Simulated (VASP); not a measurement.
Write the native input for VASP 6.6.1 that does the following.

```yaml
Task: relaxation of cell and atoms
Functional: LDA
Potentials_or_basis: VASP PAW LDA potentials, release 64 (Ga_d, Sb)
Cutoff: 600 eV
k_mesh: 6 × 6 × 6
Occupations: fermi-dirac, width 0.02 eV
Spin: no spin polarisation
Dipole_correction: no
Further_INCAR_settings: ALGO = Normal; EDIFF = 1e-06; IBRION = 2; EDIFFG = -0.005; NSW = 80; ISIF = 3
```

The structure of GaSb lies in POSCAR:

```
GaSb
1.0
    0.0000000000      3.1090646227      3.1090646227
    3.1090646227      0.0000000000      3.1090646227
    3.1090646227      3.1090646227      0.0000000000
Ga Sb
1 1
Direct
    0.0000000000      0.0000000000      0.0000000000
    0.2500000000      0.2500000000      0.2500000000
```

These files were run (other wordings do the same):

INCAR

```
ALGO = Normal
EDIFF = 1E-6
EDIFFG = -0.005
ENCUT = 600
GGA = CA
IBRION = 2
ISIF = 3
ISMEAR = -1
LASPH = True
LCHARG = False
LREAL = False
LWAVE = False
NELM = 100
NSW = 80
PREC = Accurate
SIGMA = 0.02
```

KPOINTS

```
k-points
0
Gamma
  6 6 6
```

Potentials or basis: VASP PAW LDA potentials, release 64 (Ga_d, Sb).

The run is started by

```bash
$ cat potpaw_LDA.64/Ga_d/POTCAR potpaw_LDA.64/Sb/POTCAR > POTCAR
$ mpirun -np 1 vasp_std > vasp.out
```

It gave:

```yaml
Relaxed_volume: 27.75 Å³/atom
Relaxed_cell: a = 4.282 Å, b = 4.282 Å, c = 4.282 Å, α = 60.00°, β = 60.00°, γ = 60.00°
Space_group_after_relaxing_to_0.05_Å: F-43m (No. 216)
Energy_gained_by_relaxing: 27.1 meV/atom
Ionic_steps: 8
Pressure_after_relaxing: 0.0 GPa
Band_gap_on_the_k_mesh: 0.09 eV, direct
```

Caveat: spin-orbit coupling is left out, which moves the levels of the heavy elements.

Wall time 42 s on 1 thread of Intel(R) Xeon(R) Platinum 8488C (Sapphire Rapids), with other jobs on the host, peak memory 0.18 GiB.
